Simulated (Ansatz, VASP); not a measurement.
**One calculation of BP, two programs**

```
B P
1.0
    -3.08609    3.08609    4.12751
     3.08609   -3.08609    4.12751
     3.08609    3.08609   -4.12751
B P
5 5
Direct
  0.17396 0.44794 0.00000
  0.55206 0.55206 0.72602
  0.00000 0.00000 0.00000
  0.82604 0.82604 0.27398
  0.44794 0.17396 0.00000
  0.32815 0.32815 0.28287
  0.95473 0.67185 0.00000
  0.67185 0.95473 0.00000
  0.04527 0.04527 0.71713
  0.50000 0.50000 0.00000
```

Alike in both runs: functional PBE; k mesh 4 × 4 × 4; occupations gaussian, width 0.1 eV; no spin polarisation.

Ansatz relaxed the structure, and its values are those at the end. VASP's run is a single point on that final structure, the one shown.

|  | VASP | Ansatz |
| --- | --- | --- |
| version | VASP 6.6.1 | Ansatz 0.2.0 |
| potentials or method | VASP PAW PBE potentials, release 64 (B, P), cutoff 520 eV | scalar-relativistic, plane waves, PAW |
| valence electrons in the cell | 40 | 40 |

VASP gave:

| Item | Value |
| --- | --- |
| gap on the k mesh at the Fermi level (eV) | 1.31 |
| least direct gap on the mesh (eV) | 1.42 |
| pressure (GPa) | 0.0 |
| rms of the force components (eV/Å) | 0.011 |

Q: What did Ansatz give for the same quantities?

A: gap on the k mesh at the Fermi level (eV): 1.31; least direct gap on the mesh (eV): 1.43; pressure (GPa): 0.2; rms of the force components (eV/Å): 0.016.

The functional is the same, so the differences come from potentials, cutoffs and numerics.
